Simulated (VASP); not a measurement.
A run of VASP 6.6.1:

The input INCAR:

```
ALGO = Normal
EDIFF = 1E-6
ENCUT = 520
GGA = PE
ISIF = 2
ISMEAR = -1
LASPH = T
LCHARG = F
LREAL = F
LWAVE = F
NBANDS = 20
NELM = 60
PREC = Accurate
SIGMA = 0.05
```

The input KPOINTS:

```
k-points
0
Gamma
  9 9 5
```

The input POSCAR:

```
Tl
1.0
    3.4788880842      0.0000000000      0.0000000000
   -1.7394440421      3.0128054579      0.0000000000
    0.0000000000      0.0000000000      5.5615904703
Tl
2
Direct
    0.6666666667      0.3333333333      0.7500000000
    0.3333333333      0.6666666667      0.2500000000
```

Potentials or basis: VASP PAW PBE potentials, release 64 (Tl_d).

Command:

```sh
$ cat potpaw_PBE.64/Tl_d/POTCAR > POTCAR
$ mpirun -np 1 vasp_std > vasp.out
```

Hardware: 1 thread of Intel(R) Xeon(R) Platinum 8375C CPU @ 2.90GHz (Ice Lake) (shared host).

Task: How long does it take, and how much memory?

Result: It took 26 s on 1 thread of Intel(R) Xeon(R) Platinum 8375C CPU @ 2.90GHz (Ice Lake), with other jobs on the host, peak memory 0.18 GiB. Counts: scf iterations 11, k points 36.
